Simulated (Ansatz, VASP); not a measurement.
Rb2Ni in VASP and in Ansatz

```xyz
3
Lattice="4.1678 0.0000 0.0000 0.0000 4.1678 0.0000 0.0000 0.0000 8.8065" Properties=species:S:1:pos:R:3 pbc="T T T"
Rb    0.0000    0.0000    6.8968
Rb    0.0000    0.0000    1.9097
Ni    2.0839    2.0839    0.0000
```

Alike in both runs: functional PBE; k mesh 6 × 6 × 4; occupations gaussian, width 0.1 eV; collinear spin.

Ansatz relaxed the structure, and its values are those at the end. VASP's run is a single point on that final structure, the one shown.

```csv
,VASP,Ansatz
version,VASP 6.6.1,Ansatz 0.2.0
potentials or method,"VASP PAW PBE potentials, release 64 (Rb_sv, Ni), cutoff 520 eV","scalar-relativistic, plane waves, PAW"
valence electrons in the cell,28,36
```

Ansatz gave:

| Property | Result |
| --- | --- |
| gap on the k mesh at the Fermi level (eV) | none |
| pressure (GPa) | 0.0 |
| net moment per atom (μB) | 0.15 |
| size of the moment on the site where the two differ most (μB) | 0.62 |

**Question.** Estimate VASP's values.

**Answer.** gap on the k mesh at the Fermi level (eV): none; pressure (GPa): 0.0; net moment per atom (μB): 0.15; size of the moment on the site where the two differ most (μB): 0.61.

Site moments also hang on the region over which each program counts them. A gap of «none» marks a metal or a gap that the smearing closes. The functional is the same, so the differences come from potentials, cutoffs and numerics. VASP's potentials hold 28 valence electrons a cell and Ansatz's 36, so a difference there can come from the potentials and not from the codes.
